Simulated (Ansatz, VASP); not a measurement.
# Nb: VASP beside Ansatz

```
Nb
1.0
    -1.65113    1.65113    1.65113
     1.65113   -1.65113    1.65113
     1.65113    1.65113   -1.65113
Nb
1
Direct
  0.00000 0.00000 0.00000
```

Alike in both runs: task single point; functional r2SCAN; k mesh 13 × 13 × 13; occupations gaussian, width 0.01 eV; no spin polarisation.

|  | VASP | Ansatz |
| --- | --- | --- |
| version | VASP 6.6.1 | Ansatz 0.2.0 |
| potentials or method | VASP PAW PBE potentials, release 64 (Nb_sv), cutoff 520 eV | plane waves (500 eV) with PAW, scalar-relativistic |
| valence electrons in the cell | 13 | 13 |

|  | VASP | Ansatz | Ansatz less VASP |
| --- | --- | --- | --- |
| pressure (GPa) | -0.7 | -0.5 | +0.15 |

VASP's potentials were made for PBE, not for r2SCAN.
